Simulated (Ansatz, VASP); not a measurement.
**One calculation of BN, two programs**

File INCAR:

```
  PREC = Accurate
  ENCUT = 600
  EDIFF = 1E-6
  ISMEAR = 0
  SIGMA = 0.02
  LREAL = F
  LASPH = T
  NELM = 120
  ALGO = Normal
  ISIF = 2
  LWAVE = F
  LCHARG = F
  NBANDS = 11
  GGA_COMPAT = F
```

KPOINTS

```
Automatic mesh
0
Gamma
  12 12 12
```

File POSCAR:

```
BN
1.0
    0.0000000000      1.8421039983      1.8421039983
    1.8421039983      0.0000000000      1.8421039983
    1.8421039983      1.8421039983      0.0000000000
B N
1 1
Direct
    0.0000000000      0.0000000000      0.0000000000
    0.2500000000      0.2500000000      0.2500000000
```

Input for Ansatz:

```yaml
crystal:
  lattice:
    - [0.0, 1.8421039983, 1.8421039983]
    - [1.8421039983, 0.0, 1.8421039983]
    - [1.8421039983, 1.8421039983, 0.0]
  atoms:
    - { symbol: B, position: [0.0, 0.0, 0.0] }
    - { symbol: "N", position: [0.25, 0.25, 0.25] }
basis:
  ecutwfc: 420
kpoints:
  mp_grid: { grid: [12, 12, 12] }
hamiltonian:
  xc: lda
  pseudopotentials: { kind: paw, azcp: { folder: soft_1 } }
scf:
  occupations: { method: gaussian, width: 0.02 }
output:
  forces: true
  stress: true
  eigenvalues: true
  write_density: true
  write_potential: true
  elf: true
  volumetric_format: npy
```

Alike in both runs: task single point; functional LDA; k mesh 12 × 12 × 12; occupations gaussian, width 0.02 eV; no spin polarisation.

```csv
,VASP,Ansatz
version,VASP 6.6.1,Ansatz 0.2.0
potentials or method,"VASP PAW LDA potentials, release 64 (B, N), cutoff 600 eV","scalar-relativistic, plane waves, PAW"
valence electrons in the cell,8,8
```

|  | VASP | Ansatz | Ansatz less VASP |
| --- | --- | --- | --- |
| gap on the k mesh at the Fermi level (eV) | 4.27 | 4.29 | +0.010 |
| least direct gap on the mesh (eV) | 8.42 | 8.42 | +0.007 |

Ansatz warns that its potentials were made for another functional, while VASP's fit it. LDA's correlation is that of Perdew and Zunger in VASP and of Perdew and Wang (1992) in Ansatz.
